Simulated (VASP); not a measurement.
# Sn32HO32 (a cell with a defect) in VASP: single point with PBE

Aim: the single point of Sn32HO32 (a cell with a defect) with PBE.

Program: VASP 6.6.1. These are calculated values, not measurements. Logs are shortened: lines on timing, memory, paths and dates and some standing lists are left out, and cuts for length are marked.

## Step 1: The cell of the first run

The cell holds a defect, 65 atoms: a = 10.948 Å, b = 10.951 Å, c = 11.596 Å, α = 118.18°, β = 90.00°, γ = 90.00°.

## Step 2: Single point, PBE, collinear spin, zero start

INCAR reads:

```
  ALGO = Normal
  EDIFF = 1E-6
  ENCUT = 520
  GGA = PE
  ISIF = 2
  ISMEAR = 0
  ISPIN = 2
  LASPH = T
  LCHARG = F
  LORBIT = 11
  LREAL = Auto
  LWAVE = F
  MAGMOM = 0 0 0 0 0 0 0 0 0 0 0 0 0 0 0 0 0 0 0 0 0 0 0 0 0 0 0 0 0 0 0 0 0 0 0 0 0 0 0 0 0 0 0 0 0 0 0 0 0 0 0 0 0 0 0 0 0 0 0 0 0 0 0 0 0
  NBANDS = 362
  NCORE = 4
  NELM = 150
  PREC = Accurate
  SIGMA = 0.05
```

KPOINTS reads:

```
k-points
0
Gamma
  1 1 1
```

POSCAR reads:

```
Sn32HO32
1.0
  -10.9476480000      0.0000000000      0.0000000000
    0.0000000000    -10.9511840000      0.0000000000
    0.0000000000      5.4755920000     10.2219600000
Sn O H
32 32 1
Direct
    0.0007657495      0.3088521622      0.8637362300
   -0.0004131118      0.8108105625      0.8634057094
    0.7464847283      0.0522028531      0.8616166424
    0.7492634579      0.5548886069      0.8608015457
    0.4999952562      0.8005224770      0.8573585290
    0.4995520163      0.3028838540      0.8627082931
    0.2531310810      0.5608393956      0.8633976512
    0.2483439016      0.0588721257      0.8626823467
    0.0014160359      0.2011352202      0.1419636072
    0.0018892543      0.6996337872      0.1426829294
    0.7483166288      0.9409169109      0.1404930821
    0.7548253577      0.4431057446      0.1379757623
    0.5016707476      0.6881315872      0.1404173640
    0.4984148511      0.1857818073      0.1355565525
    0.2535634726      0.4469602674      0.1417418750
    0.2486242662      0.9459971660      0.1407442904
   -0.0011864065      0.0625307569      0.3673519804
    0.0028678636      0.5645184547      0.3704444025
    0.7508914142      0.8064300418      0.3693866382
    0.7471688682      0.3051873822      0.3613420868
    0.5047041869      0.5518053154      0.3694100209
    0.4980466780      0.0535307451      0.3677641457
    0.2517062268      0.3100692534      0.3690002206
    0.2539337316      0.8093189391      0.3696341833
    0.0033037374      0.4492153231      0.6399154858
   -0.0026262402      0.9456818661      0.6356012012
    0.7493439062      0.1908035811      0.6387434764
    0.7520937550      0.6885851761      0.6311649925
    0.4953268707      0.9353898552      0.6297023730
    0.5004726726      0.4354211443      0.6312594507
    0.2509721670      0.6947026278      0.6304074713
    0.2501849434      0.1968582209      0.6359096861
    0.8722645888      0.1276626619      0.2497330011
    0.8787301364      0.6301039027      0.2536117814
    0.6249281998      0.8691643649      0.2540332100
    0.6309771652      0.3566058118      0.2348263166
    0.3792248080      0.6245041982      0.2577046802
    0.3720139953      0.1243369626      0.2567016286
    0.1279984164      0.3830185841      0.2561876769
    0.1239637221      0.8837106064      0.2556412836
    0.8733586285      0.1275462573      0.7550971901
    0.8762408610      0.6275327854      0.7515765588
    0.6213626449      0.8643319713      0.7411585148
    0.6259141914      0.3698001194      0.7501329783
    0.3769339494      0.6204753703      0.7386912653
    0.3718336841      0.1227484558      0.7456217946
    0.1276654099      0.3816698237      0.7528215972
    0.1227015468      0.8799023766      0.7471531143
    0.8767803877      0.3748947044      0.7480210523
    0.8722105726      0.8745272319      0.7471402238
    0.6240009558      0.1211767675      0.7514401762
    0.6271458418      0.6146634095      0.7419987167
    0.3715336757      0.8796448950      0.7572419150
    0.3768489356      0.3765315296      0.7524747662
    0.1256158079      0.6329113824      0.7570306600
    0.1224840184      0.1294234181      0.7469336546
    0.8741096483      0.8811444404      0.2575089656
    0.8788567062      0.3833975629      0.2582234629
    0.6288826025      0.6204642021      0.2558307579
    0.6209414827      0.1176953500      0.2530509952
    0.3774237308      0.3716768916      0.2519010060
    0.3752681652      0.8705570761      0.2490736204
    0.1228721388      0.1330584713      0.2546675358
    0.1287852637      0.6317620624      0.2545646483
    0.3927042828      0.7323511759      0.5109845136
```

Potentials or basis: VASP PAW PBE potentials, release 64 (Sn_d, O, H).

Launch:

```
$ cat potpaw_PBE.64/Sn_d/POTCAR potpaw_PBE.64/O/POTCAR potpaw_PBE.64/H/POTCAR > POTCAR
$ mpirun -np 4 vasp_gam > vasp.out
```

OUTCAR:

```text
EDIFF = 1E-6
   ENCUT = 520
   GGA = PE
   ISIF = 2
   ISMEAR = 0
   ISPIN = 2
   LASPH = T
   LORBIT = 11
   LREAL = Auto
   NELM = 150
   PREC = Accurate

 ion  position               nearest neighbor table
   1  0.001  0.309  0.864-  56 2.23  49 2.25  41 2.26  47 2.28  25 3.59  27 3.59  32 3.59  26 3.59

   2  1.000  0.811  0.863-  55 2.23  42 2.25  50 2.27  48 2.27  25 3.56  26 3.58  28 3.60  31 3.64

   3  0.746  0.052  0.862-  51 2.22  50 2.24  41 2.26  43 2.31  27 3.56  26 3.59  28 3.60  29 3.63
[... 89 lines left out ...]
  63  0.123  0.133  0.255-   9 2.23  23 2.25  17 2.26  16 2.30
  64  0.129  0.632  0.255-  24 2.23  10 2.25  15 2.27  18 2.28
  65  0.393  0.732  0.511-  31 2.24  21 2.25  29 2.28

  LATTYP: Found a base centered orthorhombic cell.
 ALAT       =    10.9511840000
 B/A-ratio  =     1.8668228020
 C/A-ratio  =     0.9996771125

  Lattice vectors:

 A1 = (   0.0000000000,  -5.4755920000, -10.2219600000)
 A2 = (   0.0000000000,  -5.4755920000,  10.2219600000)
 A3 = ( -10.9476480000,   0.0000000000,   0.0000000000)

Analysis of symmetry for initial positions (statically):
=====================================================================
 Subroutine PRICEL returns:
 Original cell was already a primitive cell.

 Routine SETGRP: Setting up the symmetry group for a
 base centered orthorhombic supercell.

 Subroutine GETGRP returns: Found  1 space group operations
 (whereof  1 operations were pure point group operations)
 out of a pool of  8 trial point group operations.

The static configuration has the point symmetry C_1 .

Analysis of symmetry for dynamics (positions and initial velocities):
=====================================================================
 Subroutine PRICEL returns:
 Original cell was already a primitive cell.

 Routine SETGRP: Setting up the symmetry group for a
 base centered orthorhombic supercell.

 Subroutine GETGRP returns: Found  1 space group operations
 (whereof  1 operations were pure point group operations)
 out of a pool of  8 trial point group operations.

The dynamic configuration has the point symmetry C_1 .

Analysis of structural, dynamic, and magnetic symmetry:
=====================================================================
 Subroutine PRICEL returns:
 Original cell was already a primitive cell.

 Routine SETGRP: Setting up the symmetry group for a
 base centered orthorhombic supercell.

 Subroutine GETGRP returns: Found  1 space group operations
 (whereof  1 operations were pure point group operations)
 out of a pool of  8 trial point group operations.

The overall configuration has the point symmetry C_1 .

 Subroutine INISYM returns: Found  1 space group operations
 (whereof  1 operations are pure point group operations),
 and found     1 'primitive' translations

----------------------------------------------------------------------------------------

                                     Primitive cell

  volume of cell :    1225.5078

  direct lattice vectors                    reciprocal lattice vectors
   -10.947648000  0.000000000  0.000000000    -0.091343821  0.000000000  0.000000000
     0.000000000-10.951184000  0.000000000     0.000000000 -0.091314327  0.048914298
     0.000000000  5.475592000 10.221960000     0.000000000  0.000000000  0.097828596

  length of vectors
    10.947648000 10.951184000 11.596144790     0.091343821  0.103590130  0.097828596

  position of ions in fractional coordinates (direct lattice)
     0.000765749  0.308852162  0.863736230
     0.999586888  0.810810563  0.863405709
     0.746484728  0.052202853  0.861616642
     0.749263458  0.554888607  0.860801546
     0.499995256  0.800522477  0.857358529
     0.499552016  0.302883854  0.862708293
[... 171 lines left out ...]
   LSORBIT =      F    spin-orbit coupling
   LASPH  =      T    aspherical Exc in radial PAW
   ENCUT  =  520.0 eV  38.22 Ry    6.18 a.u.  20.36 20.36 21.56*2*pi/ulx,y,z
   NELM   =    150;   NELMIN=  2; NELMDL= -5     # of ELM steps
   EDIFF  = 0.1E-05   stopping-criterion for ELM
   LREAL  =      T    real-space projection
   EDIFFG = 0.1E-04   stopping-criterion for IOM
   NSW    =      0    number of steps for IOM
   IBRION =     -1    ionic relax: 0-MD 1-quasi-New 2-CG
   NFREE  =      0    steps in history (QN), initial steepest desc. (CG)
   ISIF   =      2    stress and relaxation
   ISYM   =      2    0-nonsym 1-usesym 2-fastsym
   POTIM  = 0.5000    time-step for ionic-motion
   TEBEG  =    0.0;   TEEND  =   0.0 temperature during run
   PSTRESS=    0.0 pullay stress
   NELECT =     641.0000    total number of electrons
   NUPDOWN=      -1.0000    fix difference up-down
   EMIN   =  10.00;   EMAX   =-10.00  energy-range for DOS
   EFERMI =   0.00;   METHOD = LEGACY
   ISMEAR =     0;   SIGMA  =   0.05  broadening in eV -4-tet -1-fermi 0-gaus
   EFERMI_NEDOS =   21; number of points for ismear=-14 and -15
   IALGO  =     38    algorithm
   IMIX   =      4    mixing-type and parameters
     AMIX     =   0.40;   BMIX     =  1.00
     AMIX_MAG =   1.60;   BMIX_MAG =  1.00
  volume/ion in A,a.u.               =      18.85       127.23
  Fermi-wavevector in a.u.,A,eV,Ry     =   1.319032  2.492610 23.672050  1.739847
  Thomas-Fermi vector in A             =   2.448960
   LORBIT       =     11    0 simple, 1 ext, 2 COOP (PROOUT), +10 PAW based schemes
   GGA     = PE    functional components
   LHFCALC =     F    Hartree Fock is set to
   AEXX    =    0.0000 exact exchange contribution
   IVDW    =     0    specifies the selected vdW correction
   LEPSILON=     F    determine dielectric tensor
   LRPA    =     F    only Hartree local field effects (RPA)
 spin polarized calculation
 Gauss-broadening in eV      SIGMA  =   0.05
  energy-cutoff  :      520.00
  volume of cell :     1225.51
 maximum number of plane-waves:     16526
 NGX is ok and might be reduce to    84
   NGX = 41   NGY = 41   NGZ = 43

 number of electron     640.9999985 magnetization       0.0000640

 Free energy of the ion-electron system (eV)
  ---------------------------------------------------
  ext. energy  EPLUGINS =         0.00000000
  ---------------------------------------------------
  free energy    TOTEN  =      -364.81064505 eV

  energy without entropy =     -364.78243557  energy(sigma->0) =     -364.79654031

 E-fermi :   6.0185     XC(G=0):  -9.7820

 val. band max:        6.0184928360   @ k =   0.0000   0.0000   0.0000
 cond. band min:       6.0184941875   @ k =   0.0000   0.0000   0.0000
 fundamental gap:      0.0000013515
 Fermi energy:         6.0184935117

 spin component 1

 k-point     1 :       0.0000    0.0000    0.0000
  band No.  band energies     occupation
      1     -15.7054      1.00000
      2     -15.6958      1.00000
      3     -15.6673      1.00000
      4     -15.6642      1.00000
      5     -15.6631      1.00000
      6     -15.6598      1.00000
[... 324 lines left out ...]
    331       8.3831      0.00000
    332       8.4198      0.00000
 Fermi energy:         6.0184935117

 spin component 2

 k-point     1 :       0.0000    0.0000    0.0000
  band No.  band energies     occupation
      1     -15.7054      1.00000
      2     -15.6958      1.00000
      3     -15.6673      1.00000
      4     -15.6642      1.00000
      5     -15.6631      1.00000
      6     -15.6598      1.00000
[... 324 lines left out ...]
    331       8.3831      0.00000
    332       8.4198      0.00000
 [bands above 332 left out]

------------------------ aborting loop because EDIFF is reached ----------------------------------------

  FORCE on cell =-STRESS in cart. coord.  units (eV):
  Direction    XX          YY          ZZ          XY          YZ          ZX
  --------------------------------------------------------------------------------------
  -------------------------------------------------------------------------------------
  Total       -0.7000153     -5.1709676     -2.5316504     -0.2916398     -0.4349620      0.4481541
  in kB       -0.9151706     -6.7603054     -3.3097732     -0.3812776     -0.5686510      0.5858978
  external PRESSURE =      -3.6617497 kB  Pullay stress =       0.0000000 kB

 VOLUME and BASIS-vectors are now :
 -----------------------------------------------------------------------------
  energy-cutoff  :      520.00
  volume of cell :     1225.51
      direct lattice vectors                 reciprocal lattice vectors
   -10.947648000  0.000000000  0.000000000    -0.091343821  0.000000000  0.000000000
     0.000000000-10.951184000  0.000000000     0.000000000 -0.091314327  0.048914298
     0.000000000  5.475592000 10.221960000     0.000000000  0.000000000  0.097828596

 POSITION                                       TOTAL-FORCE (eV/Angst)
 -----------------------------------------------------------------------------------
     -0.00838      1.34717      8.82908         0.003062     -0.008907      0.088021
    -10.94313     -4.15168      8.82570        -0.018419      0.009285      0.087574
     -8.17225      4.14618      8.80741         0.016045      0.011529      0.059418
     -8.20267     -1.36329      8.79908        -0.006178     -0.007559      0.085046
     -5.47377     -4.07212      8.76388        -0.000013      0.000459      0.081029
     -5.46892      1.40690      8.81857         0.002598      0.018481      0.069977
[... 57 lines left out ...]
     -1.40990     -5.52465      2.60215         0.011040     -0.004239     -0.010623
     -4.29919     -5.22217      5.22326         0.003009      0.006025      0.008027
 -----------------------------------------------------------------------------------
    total drift:                               -0.002771     -0.027124     -0.029342

  FREE ENERGIE OF THE ION-ELECTRON SYSTEM (eV)
  ---------------------------------------------------
  free  energy   TOTEN  =      -364.8106450515 eV

  energy  without entropy=     -364.7824355723  energy(sigma->0) =     -364.79654031

 total charge

# of ion       s       p       d       tot
------------------------------------------
    1        1.265   0.754  10.059  12.078
    2        1.263   0.755  10.059  12.077
    3        1.264   0.757  10.059  12.079
    4        1.265   0.755  10.059  12.080
    5        1.264   0.758  10.060  12.082
    6        1.263   0.755  10.059  12.077
[... 57 lines left out ...]
   64        1.574   3.418   0.000   4.992
   65        0.487   0.009   0.000   0.496
--------------------------------------------------
tot         91.326 133.438 321.882 546.646

 magnetization (x)

# of ion       s       p       d       tot
------------------------------------------
    1        0.000  -0.000   0.000   0.000
    2       -0.000  -0.000   0.000  -0.000
    3        0.000   0.000   0.000   0.000
    4        0.000  -0.000   0.000   0.000
    5       -0.000  -0.000  -0.000  -0.000
    6        0.000  -0.000   0.000  -0.000
[... 57 lines left out ...]
   64       -0.000   0.000   0.000   0.000
   65       -0.000   0.000   0.000  -0.000
--------------------------------------------------
tot          0.000   0.000   0.000   0.000
```

It took 10 min on 4 MPI ranks of AMD EPYC 7R43 (Zen 3), shared host; peak memory 0.52 GiB.

What came out:

```
Free energy                                           : -364.8106 eV
Pressure                                              : -0.4 GPa
Largest force                                         : 0.115 eV/Å
Net moment                                            : 0.00 μB per cell
Valence electrons inside the program's atomic spheres : Sn 12.08, 12.07, 12.09, 12.06, 12.05 (each value once); O 4.99, 5.00 (each value once); H 0.50
```

Forces on the atoms (eV/Å):
```
Sn   0.003 -0.009  0.088
Sn  -0.018  0.009  0.088
Sn   0.016  0.012  0.059
Sn  -0.006 -0.008  0.085
Sn   0.000  0.000  0.081
Sn   0.003  0.018  0.070
Sn  -0.002 -0.014  0.065
Sn   0.002  0.007  0.071
Sn  -0.005 -0.003 -0.067
Sn   0.013 -0.013 -0.050
Sn  -0.002  0.000 -0.071
Sn  -0.012 -0.004 -0.065
Sn  -0.014 -0.007 -0.058
Sn   0.021  0.003 -0.067
Sn   0.000  0.018 -0.061
Sn   0.014  0.001 -0.059
Sn  -0.006  0.007  0.048
Sn  -0.007 -0.003  0.071
Sn  -0.003  0.000  0.074
Sn   0.020 -0.019  0.111
Sn  -0.005  0.004  0.061
Sn   0.009 -0.001  0.070
Sn  -0.007  0.001  0.064
Sn  -0.009 -0.005  0.082
Sn  -0.009 -0.007 -0.079
Sn   0.013  0.000 -0.099
Sn  -0.010  0.001 -0.103
Sn  -0.005 -0.007 -0.091
Sn   0.000 -0.014 -0.055
Sn   0.002  0.007 -0.094
Sn   0.008 -0.003 -0.050
Sn   0.000 -0.011 -0.109
O    0.010 -0.007 -0.006
O   -0.005  0.002 -0.002
O   -0.007  0.000 -0.009
O   -0.007  0.001 -0.011
O    0.004  0.001  0.001
O    0.003  0.006 -0.005
O    0.006  0.007 -0.010
O   -0.009  0.014  0.007
O    0.001 -0.002  0.019
O    0.002 -0.010  0.009
O    0.002  0.013  0.011
O    0.003  0.001  0.012
O   -0.013  0.001  0.000
O    0.000 -0.002  0.001
O    0.002  0.002  0.012
O    0.008 -0.007 -0.003
O    0.004  0.000  0.003
O   -0.002  0.001  0.010
O    0.000  0.003  0.004
O   -0.001 -0.002  0.012
O   -0.012  0.006 -0.015
O   -0.001  0.002  0.014
O    0.003  0.006 -0.006
O   -0.001 -0.006  0.009
O    0.002  0.009 -0.004
O    0.002  0.012 -0.010
O    0.003 -0.001 -0.007
O   -0.011  0.000 -0.011
O    0.000 -0.005 -0.011
O    0.003 -0.008 -0.019
O   -0.008 -0.001 -0.005
O    0.011 -0.004 -0.011
H    0.003  0.006  0.008
```

Caveat: the k points lie up to 0.65 Å⁻¹ apart; no moment was typed at the start, so none could form; spin-orbit coupling is left out, which moves the levels of the heavy elements.
